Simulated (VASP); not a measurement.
# ZrC (R-3m) in VASP: further runs, part 2 of 2

VASP 6.6.1.

## (4) Electric field gradients, PBEsol (equal xy, yz and zx shear strains of -1 %)

The input, INCAR:

```
PREC     = Accurate       # precision mode
ENCUT    = 520            # plane-wave cutoff, eV
EDIFF    = 1E-8           # SCF threshold, eV
ISMEAR   = -1             # smearing method
SIGMA    = 0.05           # smearing width, eV
LREAL    = F              # projectors in reciprocal space
LASPH    = T              # aspherical terms in the spheres
NELM     = 80             # most SCF steps
ALGO     = Normal         # electronic algorithm
ISIF     = 2              # what is computed and relaxed
LWAVE    = F              # write WAVECAR
LCHARG   = F              # write CHGCAR
GGA      = PS             # functional
LEFG     = T            
NBANDS   = 15             # bands
```

The input, KPOINTS:

```
Automatic mesh
0
Gamma
  15 15 15
```

The input, POSCAR:

```
ZrC
1.0
   -0.0235021000      2.3384589500      2.3384589500
    2.3384589500     -0.0235021000      2.3384589500
    2.3384589500      2.3384589500     -0.0235021000
Zr C
1 1
Direct
    0.5000000000      0.5000000000      0.5000000000
    0.0000000000      0.0000000000      0.0000000000
```

Potentials or basis: VASP PAW PBE potentials, release 64 (Zr_sv, C).

Launch:

```sh
cat potpaw_PBE.64/Zr_sv/POTCAR potpaw_PBE.64/C/POTCAR > POTCAR
mpirun -np 1 vasp_std > vasp.out
```

OUTCAR:

```text
PREC = Accurate
   ENCUT = 520
   EDIFF = 1E-8
   ISMEAR = -1
   LREAL = F
   LASPH = T
   NELM = 80
   ISIF = 2
   GGA = PS

 ion  position               nearest neighbor table
   1  0.500  0.500  0.500-   2 2.35   2 2.35   2 2.35   2 2.35   2 2.35   2 2.35
   2  0.000  0.000  0.000-   1 2.35   1 2.35   1 2.35   1 2.35   1 2.35   1 2.35

  LATTYP: Found a trigonal (rhomboedric) cell.
 ALAT       =     3.3071638711
 COS(alpha) =     0.4899250057

  Lattice vectors:

 A1 = (  -0.0235021000,   2.3384589500,   2.3384589500)
[... 646 lines left out ...]
  free  energy   TOTEN  =       -20.5644865690 eV

  energy  without entropy=      -20.5619015974  energy(sigma->0) =      -20.56319408

 Electric field gradients (V/A^2)
---------------------------------------------------------------------
 ion       V_xx      V_yy      V_zz      V_xy      V_xz      V_yz
---------------------------------------------------------------------
   1      -0.000    -0.000    -0.000     0.628     0.628     0.628
   2      -0.000    -0.000     0.000     0.228     0.228     0.228
---------------------------------------------------------------------

 Electric field gradients after diagonalization (V/A^2)
 (convention: |V_zz| > |V_xx| > |V_yy|)
----------------------------------------------------------------------
 ion       V_xx      V_yy      V_zz     asymmetry (V_yy - V_xx)/ V_zz
----------------------------------------------------------------------
   1      -0.628    -0.628     1.257       0.000
   2      -0.228    -0.228     0.455       0.000
----------------------------------------------------------------------

           NMR quadrupolar parameters

 Cq : quadrupolar parameter    Cq=e*Q*V_zz/h
 eta: asymmetry parameters     (V_yy - V_xx)/ V_zz
 Q  : nuclear electric quadrupole moment in mb (millibarn)
----------------------------------------------------------------------
 ion       Cq(MHz)       eta       Q (mb)
----------------------------------------------------------------------
   1       0.003       0.000       1.000
   2       0.001       0.000       1.000
----------------------------------------------------------------------
```

OSZICAR:

```text
N       E                     dE             d eps       ncg     rms          rms(c)
DAV:   1     0.992317902412E+02    0.99232E+02   -0.85586E+03 10336   0.107E+03
DAV:   2    -0.175940515369E+02   -0.11683E+03   -0.10947E+03 13071   0.288E+02
DAV:   3    -0.236547628045E+02   -0.60607E+01   -0.60227E+01 17319   0.549E+01
DAV:   4    -0.237950377755E+02   -0.14027E+00   -0.14020E+00 12502   0.585E+00
DAV:   5    -0.237965073802E+02   -0.14696E-02   -0.14696E-02 13713   0.546E-01    0.208E+01
DAV:   6    -0.206942511291E+02    0.31023E+01   -0.56693E+00 12426   0.217E+01    0.761E+00
DAV:   7    -0.205895791394E+02    0.10467E+00   -0.56981E-01 11813   0.560E+00    0.637E+00
DAV:   8    -0.205944392282E+02   -0.48601E-02   -0.30724E-01 12798   0.409E+00    0.429E+00
DAV:   9    -0.205647893291E+02    0.29650E-01   -0.54822E-02 11503   0.160E+00    0.554E-01
DAV:  10    -0.205645077486E+02    0.28158E-03   -0.40263E-03 13603   0.562E-01    0.129E-01
DAV:  11    -0.205644918002E+02    0.15948E-04   -0.17787E-04 11657   0.133E-01    0.432E-02
DAV:  12    -0.205644871134E+02    0.46867E-05   -0.41056E-06 13319   0.172E-02    0.768E-03
DAV:  13    -0.205644866164E+02    0.49705E-06   -0.12137E-06 13082   0.706E-03    0.286E-03
DAV:  14    -0.205644865681E+02    0.48293E-07   -0.72144E-08 11986   0.178E-03    0.405E-04
DAV:  15    -0.205644865690E+02   -0.91768E-09   -0.38734E-09  9203   0.489E-04
   1 F= -.20564487E+02 E0= -.20563194E+02  d E =-.258497E-02
```

Wall time 1.9 min (1 thread of AMD EPYC 9R45 (Zen 5), shared host); peak memory 0.23 GiB.

Results:

| Quantity | Value |
| --- | --- |
| Free energy | -20.5645 eV |
| Pressure | -4.2 GPa |
| Band gap on the k mesh | zero (bands 8 and 9 overlap by 1.31 eV) |
| Largest electric field gradient by atom | Zr +1.3; C +0.5 V/Å² |

Levels at points of the mesh, in eV from the Fermi level:
```tsv
k point	band 5	band 6	band 7	band 8	band 9	band 10	band 11	band 12
(0.00, 0.00, 0.00)	-11.27	0.93	0.93	1.00	1.00	1.02	1.20	2.82
```

Electric field gradients, principal values (V/Å²):
| atom | least | middle | greatest (by size) |
| --- | --- | --- | --- |
| 1 Zr | -0.628 | -0.628 | 1.257 |
| 2 C | -0.228 | -0.228 | 0.455 |

Caveat: the cell differs from its parent crystal (equal xy, yz and zx shear strains of -1 %); the cell stands under tension; without QUAD_EFG the Cq values of the log hold for a quadrupole moment of 1 mb, not for the nuclei; the PAW data sets were made with another functional, which shifts forces and pressure a little.

## (5) Electric field gradients, PBEsol (equal xy, yz and zx shear strains of +2 %)

The input, INCAR:

```
SYSTEM = ZrC
PREC     = Accurate       ! precision mode
ENCUT    = 520            ! plane-wave cutoff, eV
EDIFF    = 1E-8           ! SCF threshold, eV
ISMEAR   = -1             ! smearing method
SIGMA    = 0.05           ! smearing width, eV
LREAL    = .False.        ! projectors in reciprocal space
LASPH    = .True.         ! aspherical terms in the spheres
NELM     = 60             ! most SCF steps
ALGO     = Normal         ! electronic algorithm
ISIF     = 2              ! what is computed and relaxed
LWAVE    = .False.        ! write WAVECAR
LCHARG   = .False.        ! write CHGCAR
GGA      = PS             ! functional
LEFG     = .True.       
NBANDS   = 15             ! bands
```

The input, KPOINTS:

```
Automatic mesh
0
Gamma
  15 15 15
  0 0 0
```

The input, POSCAR:

```
ZrC
1.0
    0.0470042000      2.3737121000      2.3737121000
    2.3737121000      0.0470042000      2.3737121000
    2.3737121000      2.3737121000      0.0470042000
Zr C
1 1
Direct
    0.5000000000      0.5000000000      0.5000000000
    0.0000000000      0.0000000000      0.0000000000
```

Potentials or basis: VASP PAW PBE potentials, release 64 (Zr_sv, C).

Launch:

```sh
cat potpaw_PBE.64/Zr_sv/POTCAR potpaw_PBE.64/C/POTCAR > POTCAR
mpirun -np 1 vasp_std > vasp.out
```

OUTCAR:

```text
SYSTEM = ZrC
   PREC = Accurate
   ENCUT = 520
   EDIFF = 1E-8
   ISMEAR = -1
   LREAL = .False.
   LASPH = .True.
   NELM = 60
   ISIF = 2
   GGA = PS

 ion  position               nearest neighbor table
   1  0.500  0.500  0.500-   2 2.35   2 2.35   2 2.35   2 2.35   2 2.35   2 2.35
   2  0.000  0.000  0.000-   1 2.35   1 2.35   1 2.35   1 2.35   1 2.35   1 2.35

  LATTYP: Found a trigonal (rhomboedric) cell.
 ALAT       =     3.3572649080
 COS(alpha) =     0.5197000882

  Lattice vectors:

 A1 = (   0.0470042000,   2.3737121000,   2.3737121000)
 A2 = (   2.3737121000,   0.0470042000,   2.3737121000)
 A3 = (   2.3737121000,   2.3737121000,   0.0470042000)

Analysis of symmetry for initial positions (statically):
=====================================================================
 Subroutine PRICEL returns:
 Original cell was already a primitive cell.

 Routine SETGRP: Setting up the symmetry group for a
 trigonal (rhombohedral) supercell.

 Subroutine GETGRP returns: Found 12 space group operations
 (whereof 12 operations were pure point group operations)
 out of a pool of 12 trial point group operations.

The static configuration has the point symmetry D_3d.

Analysis of symmetry for dynamics (positions and initial velocities):
=====================================================================
 Subroutine PRICEL returns:
 Original cell was already a primitive cell.

 Routine SETGRP: Setting up the symmetry group for a
 trigonal (rhombohedral) supercell.

 Subroutine GETGRP returns: Found 12 space group operations
 (whereof 12 operations were pure point group operations)
 out of a pool of 12 trial point group operations.

[... 577 lines left out ...]
      7       8.8157      2.00000
      8       8.9914      1.99991
      9      10.0560      0.00002
     10      12.3609      0.00000
     11      12.8992      0.00000
     12      13.4590      0.00000
     13      15.3990      0.00000
     14      18.8888      0.00000
     15      22.0817      0.00000

 [... further k-points ...]

------------------------ aborting loop because EDIFF is reached ----------------------------------------

  FORCE on cell =-STRESS in cart. coord.  units (eV):
  Direction    XX          YY          ZZ          XY          YZ          ZX
  --------------------------------------------------------------------------------------
  -------------------------------------------------------------------------------------
  Total       -0.6728992     -0.6728992     -0.6728992     -0.5092945     -0.5092945     -0.5092945
  in kB      -41.5374713    -41.5374713    -41.5374713    -31.4382941    -31.4382941    -31.4382941
  external PRESSURE =     -41.5374713 kB  Pullay stress =       0.0000000 kB

 VOLUME and BASIS-vectors are now :
 -----------------------------------------------------------------------------
  energy-cutoff  :      520.00
  volume of cell :       25.95
      direct lattice vectors                 reciprocal lattice vectors
     0.047004200  2.373712100  2.373712100    -0.217002728  0.212789082  0.212789082
     2.373712100  0.047004200  2.373712100     0.212789082 -0.217002728  0.212789082
     2.373712100  2.373712100  0.047004200     0.212789082  0.212789082 -0.217002728

 POSITION                                       TOTAL-FORCE (eV/Angst)
 -----------------------------------------------------------------------------------
      2.39721      2.39721      2.39721        -0.000000     -0.000000     -0.000000
      0.00000      0.00000      0.00000         0.000000      0.000000      0.000000
 -----------------------------------------------------------------------------------
    total drift:                                0.000000      0.000000      0.000000

  FREE ENERGIE OF THE ION-ELECTRON SYSTEM (eV)
  ---------------------------------------------------
  free  energy   TOTEN  =       -20.5532825214 eV

  energy  without entropy=      -20.5506547939  energy(sigma->0) =      -20.55196866

 Electric field gradients (V/A^2)
---------------------------------------------------------------------
 ion       V_xx      V_yy      V_zz      V_xy      V_xz      V_yz
---------------------------------------------------------------------
   1      -0.000    -0.000    -0.000    -0.977    -0.977    -0.977
   2       0.000    -0.000     0.000    -0.434    -0.434    -0.434
---------------------------------------------------------------------

 Electric field gradients after diagonalization (V/A^2)
 (convention: |V_zz| > |V_xx| > |V_yy|)
----------------------------------------------------------------------
 ion       V_xx      V_yy      V_zz     asymmetry (V_yy - V_xx)/ V_zz
----------------------------------------------------------------------
   1       0.977     0.977    -1.953       0.000
   2       0.434     0.434    -0.868       0.000
----------------------------------------------------------------------

           NMR quadrupolar parameters

 Cq : quadrupolar parameter    Cq=e*Q*V_zz/h
 eta: asymmetry parameters     (V_yy - V_xx)/ V_zz
 Q  : nuclear electric quadrupole moment in mb (millibarn)
----------------------------------------------------------------------
 ion       Cq(MHz)       eta       Q (mb)
----------------------------------------------------------------------
   1      -0.005       0.000       1.000
   2      -0.002       0.000       1.000
----------------------------------------------------------------------
```

stdout:

```text
POSCAR found type information on POSCAR ZrC
 POSCAR found :  2 types and       2 ions
 scaLAPACK will be used
 -----------------------------------------------------------------------------
|                                                                             |
|                                                                             |
|     You enforced a specific xc type in the INCAR file but a different       |
|     I HOPE YOU KNOW WHAT YOU ARE DOING!                                     |
|                                                                             |
 -----------------------------------------------------------------------------

 LDA part: xc-table for (Slater+PW92), standard interpolation
 POSCAR, INCAR and KPOINTS ok, starting setup
 FFT: planning ... GRIDC
 FFT: planning ... GRID_SOFT
 FFT: planning ... GRID
 WAVECAR not read
 entering main loop
ion   1

ion   2
```

It took 1.8 min on 1 thread of AMD EPYC 9R45 (Zen 5), shared host; peak memory 0.23 GiB.

Results:

| Item | Value |
| --- | --- |
| Free energy | -20.5533 eV |
| Pressure | -4.2 GPa |
| Band gap on the k mesh | zero (bands 8 and 9 overlap by 1.30 eV) |
| Largest electric field gradient by atom | Zr -2.0; C -0.9 V/Å² |

Electric field gradients, principal values (V/Å²):
| atom | least | middle | greatest (by size) |
| --- | --- | --- | --- |
| 1 Zr | 0.977 | 0.977 | -1.953 |
| 2 C | 0.434 | 0.434 | -0.868 |

Caveat: the cell differs from its parent crystal (equal xy, yz and zx shear strains of +2 %); the cell stands under tension; without QUAD_EFG the Cq values of the log hold for a quadrupole moment of 1 mb, not for the nuclei; the PAW data sets were made with another functional, which shifts forces and pressure a little.

## (6) Summary

```csv
cell,gap on the mesh (eV),pressure (GPa)
"a = 3.275 Å, angles 62.0°, 2 atoms",none,-4.1
"a = 3.307 Å, angles 60.7°, 2 atoms",none,-4.2
"a = 3.357 Å, angles 58.7°, 2 atoms",none,-4.2
```

Alike in all rows: task electric field gradients; level PBEsol; potentials or basis VASP PAW PBE potentials, release 64 (Zr_sv, C); no spin polarisation; k mesh 15 × 15 × 15; cutoff (eV) 520; smearing fermi-dirac 0.05 eV.

Caveats: the cell stands under tension; the PAW data sets were made with another functional, which shifts forces and pressure a little.

Absolute energies hang on the potentials; compare differences alone.
